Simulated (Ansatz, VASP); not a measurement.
## PbS: VASP beside Ansatz

```
Pb S
1.0
     4.99703    0.00000    0.00000
    -2.49852    4.32755    0.00000
     0.00000    0.00000    5.99770
Pb S
2 2
Direct
  0.33333 0.66667 0.93592
  0.66667 0.33333 0.43592
  0.33333 0.66667 0.43908
  0.66667 0.33333 0.93908
```

Alike in both runs: task single point; functional r2SCAN; k mesh 6 × 6 × 4; no spin polarisation.

|  | VASP | Ansatz |
| --- | --- | --- |
| version | VASP 6.6.1 | Ansatz 0.2.0 |
| potentials or method | VASP PAW PBE potentials, release 64 (Pb_d, S) | plane waves, PAW |
| plane-wave cutoff (eV) | 520 | 500 |
| occupations | gaussian, width 0.01 eV | fixed |
| valence electrons in the cell | 40 | 40 |

```csv
,VASP,Ansatz,Ansatz less VASP
gap on the k mesh at the Fermi level (eV),1.73,1.72,-0.005
```

VASP's potentials were made for PBE, not for r2SCAN.

Spin-orbit coupling is off throughout.
